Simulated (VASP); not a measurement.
A run of VASP 6.6.1:

The input INCAR:

```
SYSTEM = AlNi
  PREC = Accurate
  ENCUT = 520
  EDIFF = 1E-7
  ISMEAR = 0
  SIGMA = 0.15
  LREAL = .False.
  LASPH = .True.
  NELM = 100
  ALGO = Fast
  ISIF = 2
  LWAVE = .False.
  LCHARG = .False.
  GGA = PS
  NBANDS = 14
```

File KPOINTS:

```
regular mesh
0
Gamma
  16 16 16
  0 0 0
```

Contents of POSCAR:

```
AlNi
1.0
    2.8618233745      0.0000000000      0.0000000000
    0.0000000000      2.8618233745      0.0000000000
    0.0000000000      0.0000000000      2.8618233745
Al Ni
1 1
Direct
   -0.0199173717      0.0000000000      0.0000000000
    0.5091560777      0.5000000000      0.5000000000
```

Potentials or basis: VASP PAW PBE potentials, release 64 (Al, Ni).

Command:

```bash
$ cat potpaw_PBE.64/Al/POTCAR potpaw_PBE.64/Ni/POTCAR > POTCAR
$ mpirun -np 1 vasp_std > vasp.out
```

Hardware: 1 thread of Intel(R) Xeon(R) 6975P-C (Granite Rapids), on a shared host.

Estimate the wall time of this run.

Run time: 45 s on 1 thread of Intel(R) Xeon(R) 6975P-C (Granite Rapids), with other jobs on the host, peak memory 0.25 GiB. Counts: scf iterations 17, k points 405.
